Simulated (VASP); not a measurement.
# K8Br7 (a cell with a defect) in VASP: single point with LDA

Aim: the single point of K8Br7 (a cell with a defect) with LDA.

All numbers are computed with VASP 6.6.1; they aren't measurements. Logs are shortened: lines on timing, memory, paths and dates and some standing lists are left out, and cuts for length are marked.

## 1. The cell of the first run

The cell holds a defect, 15 atoms: a = 9.010 Å, b = 9.010 Å, c = 9.010 Å, α = 60.00°, β = 60.00°, γ = 60.00°.

## 2. Single point, LDA

Input file INCAR:

```
PREC = Accurate
ENCUT = 520
EDIFF = 1E-6
ISMEAR = 0
SIGMA = 0.02
LREAL = Auto
LASPH = T
NELM = 100
ALGO = Normal
ISIF = 2
LWAVE = F
LCHARG = F
GGA = CA
NBANDS = 74
NELECT = 120.0
```

Input file KPOINTS:

```
Automatic mesh
0
Gamma
  2 2 2
```

Input file POSCAR:

```
K8Br7
1.0
    0.0000000000      6.3712539718     -6.3712539718
    6.3712539718      6.3712539718      0.0000000000
    6.3712539718      0.0000000000     -6.3712539718
K Br
8 7
Direct
    0.4932346150      0.0398103735      0.4932358707
    0.4932358707      0.4737191475      0.4932346150
    0.0067305432      0.0000009417      0.4932691451
   -0.0669808490      0.4999996883      0.5669806942
    0.4932692236     -0.0000007063      0.0067306217
    0.5669806942      0.5000006300     -0.0669810059
    0.0067656226     -0.0398106089      0.0067643670
    0.0067644455      0.5262805430      0.0067657011
    0.2500002365      0.4999998453      0.2500000796
    0.7108949855      0.7571499302      0.2748062638
    0.7891048642      0.2428502312      0.2251935814
    0.2748061854      0.7571489100      0.7108949070
    0.2251936599      0.2428512514      0.7891049426
    0.7500008666      0.7828177973      0.7499994540
    0.7499994540      0.2171818933      0.7500007096
```

Potentials or basis: VASP PAW LDA potentials, release 64 (K_sv, Br).

On the command line:

```console
$ cat potpaw_LDA.64/K_sv/POTCAR potpaw_LDA.64/Br/POTCAR > POTCAR
$ mpirun -np 1 vasp_std > vasp.out
```

OUTCAR:

```text
PREC = Accurate
   ENCUT = 520
   EDIFF = 1E-6
   ISMEAR = 0
   LREAL = Auto
   LASPH = T
   NELM = 100
   ISIF = 2
   GGA = CA
   NELECT = 120.0

 ion  position               nearest neighbor table
   1  0.493  0.040  0.493-  13 3.21  11 3.21  10 3.22  12 3.22  14 3.27
   2  0.493  0.474  0.493-  11 3.21  13 3.21  12 3.22  10 3.22  15 3.27
   3  0.007  0.000  0.493-  15 3.03  14 3.03  11 3.10  12 3.10
   4  0.933  0.500  0.567-   9 2.86  14 3.04  15 3.04  10 3.29  13 3.29   6 3.30
   5  0.493  1.000  0.007-  15 3.03  14 3.03  13 3.10  10 3.10
   6  0.567  0.500  0.933-   9 2.86  14 3.04  15 3.04  12 3.29  11 3.29   4 3.30
   7  0.007  0.960  0.007-  12 3.21  10 3.21  11 3.22  13 3.22  15 3.27
   8  0.007  0.526  0.007-  10 3.21  12 3.21  13 3.22  11 3.22  14 3.27
   9  0.250  0.500  0.250-   6 2.86   4 2.86
  10  0.711  0.757  0.275-   5 3.10   8 3.21   7 3.21   1 3.22   2 3.22   4 3.29
  11  0.789  0.243  0.225-   3 3.10   2 3.21   1 3.21   7 3.22   8 3.22   6 3.29
  12  0.275  0.757  0.711-   3 3.10   7 3.21   8 3.21   2 3.22   1 3.22   6 3.29
  13  0.225  0.243  0.789-   5 3.10   1 3.21   2 3.21   8 3.22   7 3.22   4 3.29
  14  0.750  0.783  0.750-   3 3.03   5 3.03   4 3.04   6 3.04   8 3.27   1 3.27
  15  0.750  0.217  0.750-   3 3.03   5 3.03   6 3.04   4 3.04   2 3.27   7 3.27

  LATTYP: Found a face centered cubic cell.
 ALAT       =    12.7425079436

  Lattice vectors:

 A1 = (   0.0000000000,   6.3712539718,  -6.3712539718)
 A2 = (   6.3712539718,   6.3712539718,   0.0000000000)
 A3 = (   6.3712539718,   0.0000000000,  -6.3712539718)

Analysis of symmetry for initial positions (statically):
=====================================================================
 Subroutine PRICEL returns:
 Original cell was already a primitive cell.

 Routine SETGRP: Setting up the symmetry group for a
 face centered cubic supercell.

 Subroutine GETGRP returns: Found  8 space group operations
 (whereof  2 operations were pure point group operations)
 out of a pool of 48 trial point group operations.

The static configuration has the point symmetry C_1h.
 The point group associated with its full space group is D_2h.

Analysis of symmetry for dynamics (positions and initial velocities):
=====================================================================
 Subroutine PRICEL returns:
 Original cell was already a primitive cell.

 Routine SETGRP: Setting up the symmetry group for a
 face centered cubic supercell.

 Subroutine GETGRP returns: Found  8 space group operations
 (whereof  2 operations were pure point group operations)
 out of a pool of 48 trial point group operations.

The dynamic configuration has the point symmetry C_1h.
 The point group associated with its full space group is D_2h.

 Subroutine INISYM returns: Found  8 space group operations
 (whereof  2 operations are pure point group operations),
 and found     1 'primitive' translations

----------------------------------------------------------------------------------------

                                     Primitive cell

  volume of cell :     517.2551

  direct lattice vectors                    reciprocal lattice vectors
     0.000000000  6.371253972 -6.371253972    -0.078477487  0.078477487 -0.078477487
     6.371253972  6.371253972  0.000000000     0.078477487  0.078477487  0.078477487
     6.371253972  0.000000000 -6.371253972     0.078477487 -0.078477487 -0.078477487

  length of vectors
     9.010313776  9.010313776  9.010313776     0.135926995  0.135926995  0.135926995

  position of ions in fractional coordinates (direct lattice)
     0.493234615  0.039810374  0.493235871
     0.493235871  0.473719147  0.493234615
     0.006730543  0.000000942  0.493269145
     0.933019151  0.499999688  0.566980694
     0.493269224  0.999999294  0.006730622
     0.566980694  0.500000630  0.933018994
     0.006765623  0.960189391  0.006764367
     0.006764446  0.526280543  0.006765701
     0.250000237  0.499999845  0.250000080
     0.710894985  0.757149930  0.274806264
     0.789104864  0.242850231  0.225193581
     0.274806185  0.757148910  0.710894907
     0.225193660  0.242851251  0.789104943
     0.750000867  0.782817797  0.749999454
[... 28 lines left out ...]
 Generating k-lattice:

  Cartesian coordinates                     Fractional coordinates (reciprocal lattice)
    -0.039238743  0.039238743 -0.039238743     0.500000000  0.000000000  0.000000000
     0.039238743  0.039238743  0.039238743     0.000000000  0.500000000  0.000000000
     0.039238743 -0.039238743 -0.039238743     0.000000000  0.000000000  0.500000000

  Length of vectors
     0.067963497  0.067963497  0.067963497

  Shift w.r.t. Gamma in fractional coordinates (k-lattice)
     0.000000000  0.000000000  0.000000000

 Subroutine IBZKPT returns following result:
 ===========================================

 Found      5 irreducible k-points:

 Following reciprocal coordinates:
            Coordinates               Weight
  0.000000  0.000000  0.000000      1.000000
  0.500000  0.000000  0.000000      2.000000
  0.000000  0.500000  0.000000      2.000000
  0.500000  0.500000  0.000000      2.000000
  0.500000  0.000000  0.500000      1.000000
   k-points           NKPTS =      5   k-points in BZ     NKDIM =      5   number of bands    NBANDS=     74
   number of dos      NEDOS =    301   number of ions     NIONS =     15
   total plane-waves  NPLWV = 343000
   dimension x,y,z NGX =    70 NGY =   70 NGZ =   70
   dimension x,y,z NGXF=   140 NGYF=  140 NGZF=  140
   ions per type =               8   7
   NGX,Y,Z   is equivalent  to a cutoff of  12.92, 12.92, 12.92 a.u.
   NGXF,Y,Z  is equivalent  to a cutoff of  25.83, 25.83, 25.83 a.u.
 SYSTEM =  unknown system
   PREC   = accura    normal or accurate (medium, high low for compatibility)
   ISTART =      0    job   : 0-new  1-cont  2-samecut
   ICHARG =      2    charge: 1-file 2-atom 10-const
   ISPIN  =      1    spin polarized calculation?
   LNONCOLLINEAR =      F non collinear calculations
   LSORBIT =      F    spin-orbit coupling
   LASPH  =      T    aspherical Exc in radial PAW
   ENCUT  =  520.0 eV  38.22 Ry    6.18 a.u.  16.75 16.75 16.75*2*pi/ulx,y,z
   NELM   =    100;   NELMIN=  2; NELMDL= -5     # of ELM steps
   EDIFF  = 0.1E-05   stopping-criterion for ELM
   LREAL  =      T    real-space projection
   EDIFFG = 0.1E-04   stopping-criterion for IOM
   NSW    =      0    number of steps for IOM
   IBRION =     -1    ionic relax: 0-MD 1-quasi-New 2-CG
   NFREE  =      0    steps in history (QN), initial steepest desc. (CG)
   ISIF   =      2    stress and relaxation
   ISYM   =      2    0-nonsym 1-usesym 2-fastsym
   POTIM  = 0.5000    time-step for ionic-motion
   TEBEG  =    0.0;   TEEND  =   0.0 temperature during run
   PSTRESS=    0.0 pullay stress
   NELECT =     120.0000    total number of electrons
   NUPDOWN=      -1.0000    fix difference up-down
   EMIN   =  10.00;   EMAX   =-10.00  energy-range for DOS
   EFERMI =   0.00;   METHOD = LEGACY
   ISMEAR =     0;   SIGMA  =   0.02  broadening in eV -4-tet -1-fermi 0-gaus
   EFERMI_NEDOS =   21; number of points for ismear=-14 and -15
   IALGO  =     38    algorithm
   IMIX   =      4    mixing-type and parameters
     AMIX     =   0.40;   BMIX     =  1.00
     AMIX_MAG =   1.60;   BMIX_MAG =  1.00
  volume/ion in A,a.u.               =      34.48       232.71
  Fermi-wavevector in a.u.,A,eV,Ry     =   1.005928  1.900929 13.767621  1.011892
  Thomas-Fermi vector in A             =   2.138639
   LORBIT       =      0    0 simple, 1 ext, 2 COOP (PROOUT), +10 PAW based schemes
   GGA     = CA    functional components
   LHFCALC =     F    Hartree Fock is set to
   AEXX    =    0.0000 exact exchange contribution
   IVDW    =     0    specifies the selected vdW correction
   LEPSILON=     F    determine dielectric tensor
   LRPA    =     F    only Hartree local field effects (RPA)
 non-spin polarized calculation
 Gauss-broadening in eV      SIGMA  =   0.02
  energy-cutoff  :      520.00
  volume of cell :      517.26
 maximum number of plane-waves:     13960
 NGX is ok and might be reduce to    70
   NGX = 33   NGY = 33   NGZ = 33

 number of electron     120.0000000 magnetization

 Free energy of the ion-electron system (eV)
  ---------------------------------------------------
  ext. energy  EPLUGINS =         0.00000000
  ---------------------------------------------------
  free energy    TOTEN  =       -50.02059875 eV

  energy without entropy =      -50.02059875  energy(sigma->0) =      -50.02059875

 E-fermi :  -1.3363     XC(G=0):  -7.8817

 val. band max:       -1.4422149465   @ k =   0.5000   0.5000   0.0000
 cond. band min:       2.0499469241   @ k =   0.0000   0.0000   0.0000
 fundamental gap:      3.4921618706
 Fermi energy:        -1.3363018168

 k-point     1 :       0.0000    0.0000    0.0000
  band No.  band energies     occupation
      1     -29.2874      2.00000
      2     -29.2837      2.00000
      3     -28.9487      2.00000
      4     -28.9451      2.00000
      5     -28.9393      2.00000
      6     -28.9366      2.00000
[... 364 lines left out ...]
     71       5.3098      0.00000
     72       5.5378      0.00000
 [bands above 72 left out]

------------------------ aborting loop because EDIFF is reached ----------------------------------------

  FORCE on cell =-STRESS in cart. coord.  units (eV):
  Direction    XX          YY          ZZ          XY          YZ          ZX
  --------------------------------------------------------------------------------------
  -------------------------------------------------------------------------------------
  Total       -0.8937104     -0.8937104     -7.0761597     -2.3522963      0.0000000     -0.0000000
  in kB       -2.7682332     -2.7682332    -21.9181280     -7.2861458      0.0000000     -0.0000000
  external PRESSURE =      -9.1515315 kB  Pullay stress =       0.0000000 kB

 VOLUME and BASIS-vectors are now :
 -----------------------------------------------------------------------------
  energy-cutoff  :      520.00
  volume of cell :      517.26
      direct lattice vectors                 reciprocal lattice vectors
     0.000000000  6.371253972 -6.371253972    -0.078477487  0.078477487 -0.078477487
     6.371253972  6.371253972  0.000000000     0.078477487  0.078477487  0.078477487
     6.371253972  0.000000000 -6.371253972     0.078477487 -0.078477487 -0.078477487

 POSITION                                       TOTAL-FORCE (eV/Angst)
 -----------------------------------------------------------------------------------
      3.39617      3.39617     -6.28505         0.003516      0.003516      0.017423
      6.16071      6.16072     -6.28505        -0.003516     -0.003516      0.017423
      3.14275      0.04289     -3.18562        -0.009674      0.009674     -0.000000
      6.79800      9.13013     -9.55688         0.034820     -0.034820     -0.000000
      6.41413      9.51399     -3.18563         0.009674     -0.009674     -0.000000
      9.13013      6.79801     -9.55688        -0.034820      0.034820     -0.000000
      6.16071      6.16072     -0.08620        -0.003516     -0.003516     -0.017423
      3.39617      3.39617     -0.08620         0.003516      0.003516     -0.017423
      4.77844      4.77844     -3.18563        -0.000000     -0.000000     -0.000000
      6.57485      9.35329     -6.28015        -0.005263      0.005263     -0.025059
      2.98203      6.57485     -6.46235         0.005263     -0.005263      0.025059
      9.35328      6.57485     -6.28015         0.005263     -0.005263     -0.025059
      6.57485      2.98203     -6.46235        -0.005263      0.005263      0.025059
      9.76597      9.76598     -9.55688         0.005264      0.005264     -0.000000
      6.16217      6.16216     -9.55688        -0.005264     -0.005264     -0.000000
 -----------------------------------------------------------------------------------
    total drift:                                0.001131      0.007623     -0.004809

  FREE ENERGIE OF THE ION-ELECTRON SYSTEM (eV)
  ---------------------------------------------------
  free  energy   TOTEN  =       -50.0205987492 eV

  energy  without entropy=      -50.0205987492  energy(sigma->0) =      -50.02059875
```

Run time: 7.6 min. Hardware: 1 thread of Oxide Virtual Turin-like, shared host; peak memory 0.52 GiB.

Results:

```
Free energy   : -50.0206 eV
Largest force : 0.049 eV/Å
```

Forces on the atoms (eV/Å):
```
K    0.004  0.004  0.017
K   -0.004 -0.004  0.017
K   -0.010  0.010  0.000
K    0.035 -0.035  0.000
K    0.010 -0.010  0.000
K   -0.035  0.035  0.000
K   -0.004 -0.004 -0.017
K    0.004  0.004 -0.017
Br   0.000  0.000  0.000
Br  -0.005  0.005 -0.025
Br   0.005 -0.005  0.025
Br   0.005 -0.005 -0.025
Br  -0.005  0.005  0.025
Br   0.005  0.005  0.000
Br  -0.005 -0.005  0.000
```

Levels at points of the mesh, in eV from the Fermi level:
| k point | band 57 | band 58 | band 59 | band 60 | band 61 | band 62 | band 63 | band 64 |
| --- | --- | --- | --- | --- | --- | --- | --- | --- |
| (0.00, 0.00, 0.00) | -0.47 | -0.41 | -0.28 | -0.15 | 3.39 | 5.41 | 5.43 | 5.46 |
| (0.50, 0.00, 0.00) | -0.51 | -0.45 | -0.40 | -0.13 | 4.22 | 4.95 | 5.42 | 5.64 |
| (0.00, 0.50, 0.00) | -0.49 | -0.37 | -0.35 | -0.25 | 4.42 | 4.73 | 5.69 | 5.81 |
| (0.50, 0.50, 0.00) | -0.41 | -0.40 | -0.38 | -0.11 | 4.55 | 4.80 | 5.25 | 5.83 |
| (0.50, 0.00, 0.50) | -0.48 | -0.32 | -0.32 | -0.27 | 4.22 | 5.32 | 5.76 | 5.78 |

Caveat: the k points lie up to 0.43 Å⁻¹ apart; the cell carries a net charge on a neutralising background, which shifts energy and pressure; the cell is charged against a uniform background, so pressure and absolute levels hang on convention.
